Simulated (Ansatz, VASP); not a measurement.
Two plane-wave programs on BaTe

File INCAR:

```
PREC = Accurate ; ENCUT = 520
EDIFF = 1E-6 ; ISMEAR = 0
SIGMA = 0.02 ; LREAL = F
LASPH = T ; NELM = 60
ALGO = Normal ; ISIF = 2
LWAVE = F ; LCHARG = F
GGA = PE ; NBANDS = 15
```

File KPOINTS:

```
Automatic mesh
0
Gamma
  8 8 8
```

POSCAR

```
BaTe
1.0
    0.0000000000      3.4414402000      3.4414402000
    3.4414402000      0.0000000000      3.4414402000
    3.4414402000      3.4414402000      0.0000000000
Ba Te
1 1
Direct
    0.0000000000      0.0000000000      0.0000000000
    0.5000000000      0.5000000000      0.5000000000
```

Input for Ansatz:

```yaml
crystal:
  lattice:
    - [0.0, 3.4414402, 3.4414402]
    - [3.4414402, 0.0, 3.4414402]
    - [3.4414402, 3.4414402, 0.0]
  atoms:
    - { symbol: Ba, position: [0.0, 0.0, 0.0] }
    - { symbol: Te, position: [0.5, 0.5, 0.5] }
basis:
  ecutwfc: 420
kpoints:
  mp_grid: { grid: [8, 8, 8] }
hamiltonian:
  xc: pbe
scf:
  occupations: { method: gaussian, width: 0.02 }
output:
  forces: true
  stress: true
  eigenvalues: true
```

Alike in both runs: task single point; functional PBE; k mesh 8 × 8 × 8; occupations gaussian, width 0.02 eV; no spin polarisation.

```csv
,VASP,Ansatz
version,VASP 6.6.1,Ansatz 0.2.0
potentials or method,"VASP PAW PBE potentials, release 64 (Ba_sv, Te), cutoff 520 eV","scalar-relativistic, plane waves, PAW"
valence electrons in the cell,16,26
```

```csv
,VASP,Ansatz,Ansatz less VASP
gap on the k mesh at the Fermi level (eV),1.40,1.49,+0.093
least direct gap on the mesh (eV),1.78,1.84,+0.058
pressure (GPa),3.0,2.7,-0.39
```

With one functional, cell and mesh, what is left measures potentials, basis and numerics. VASP's potentials hold 16 valence electrons a cell and Ansatz's 26, so a difference there can come from the potentials and not from the codes.

Spin-orbit coupling is off throughout.
